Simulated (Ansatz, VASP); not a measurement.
# BaTiO3 in VASP and in Ansatz

```
CELL_PARAMETERS angstrom
4.16480 0.00000 0.00000
0.00000 4.16480 0.00000
0.00000 0.00000 4.38950
ATOMIC_POSITIONS crystal
Ba 0.50000 0.50000 0.61687
Ti 0.00000 0.00000 0.11665
O 0.00000 0.50000 0.05403
O 0.50000 0.00000 0.05403
O 0.00000 0.00000 0.51842
```

Change from the starting cell: equal strain along all axes, cell held, atoms relaxed: +4.5 %.

Alike in both runs: functional PBE; k mesh 8 × 8 × 6; occupations gaussian, width 0.02 eV; no spin polarisation.

Ansatz relaxed the structure, and its values are those at the end. VASP's run is a single point on that final structure, the one shown.

|  | VASP | Ansatz |
| --- | --- | --- |
| version | VASP 6.6.1 | Ansatz 0.2.0 |
| potentials or method | VASP PAW PBE potentials, release 64 (Ba_sv, Ti_sv, O), cutoff 520 eV | scalar-relativistic, plane waves, PAW |
| valence electrons in the cell | 40 | 40 |

Ansatz gave:

| Item | Value |
| --- | --- |
| gap on the k mesh at the Fermi level (eV) | 1.73 |
| least direct gap on the mesh (eV) | 2.27 |
| pressure (GPa) | -11.5 |
| rms of the force components (eV/Å) | 0.001 |

Question: What did VASP give for the same quantities?

Answer: gap on the k mesh at the Fermi level (eV): 1.68; least direct gap on the mesh (eV): 2.23; pressure (GPa): -10.4; rms of the force components (eV/Å): 0.055.

The functional is the same, so the differences come from potentials, cutoffs and numerics. Ansatz's warnings: stress scf threshold loose.

Neither program's run includes spin-orbit coupling.
